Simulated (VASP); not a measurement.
A run of VASP 6.6.1:

The input INCAR:

```
SYSTEM = Li2GaC6
ALGO     = Normal         ! electronic algorithm
EDIFF    = 1E-6           ! SCF threshold, eV
ENCUT    = 520            ! plane-wave cutoff, eV
GGA      = PE             ! functional
ISIF     = 2              ! what is computed and relaxed
ISMEAR   = 0              ! smearing method
LASPH    = .True.         ! aspherical terms in the spheres
LCHARG   = .False.        ! write CHGCAR
LREAL    = .False.        ! projectors in reciprocal space
LWAVE    = .False.        ! write WAVECAR
NBANDS   = 32             ! bands
NELM     = 100            ! most SCF steps
PREC     = Accurate       ! precision mode
SIGMA    = 0.1            ! smearing width, eV
```

KPOINTS

```
k-points
0
Gamma
  4 4 4
  0 0 0
```

File POSCAR:

```
Li2GaC6
1.0
    0.0000000000      3.7781716402      3.7781716402
    3.7781716402      0.0000000000      3.7781716402
    3.7781716402      3.7781716402      0.0000000000
Li Ga C
2 1 6
Direct
    0.2500000000      0.2500000000      0.2500000000
    0.5000000000      0.5000000000      0.5000000000
    0.0000000000      0.0000000000      0.0000000000
    0.2753309717      0.7246690283      0.7246690283
    0.7246690283      0.2753309717      0.2753309717
    0.7246690283      0.2753309717      0.7246690283
    0.2753309717      0.7246690283      0.2753309717
    0.7246690283      0.7246690283      0.2753309717
    0.2753309717      0.2753309717      0.7246690283
```

Potentials or basis: VASP PAW PBE potentials, release 64 (Li_sv, Ga_d, C).

Run with:

```bash
$ cat potpaw_PBE.64/Li_sv/POTCAR potpaw_PBE.64/Ga_d/POTCAR potpaw_PBE.64/C/POTCAR > POTCAR
$ mpirun -np 1 vasp_std > vasp.out
```

Hardware: 1 thread of AMD EPYC 9R45 96-Core Processor (Zen 5) (shared host).

Task: How long does it take, and how much memory?

Result: It took 24 s on 1 thread of AMD EPYC 9R45 96-Core Processor (Zen 5) (shared host), peak memory 0.21 GiB. Counts: scf iterations 14, k points 8.
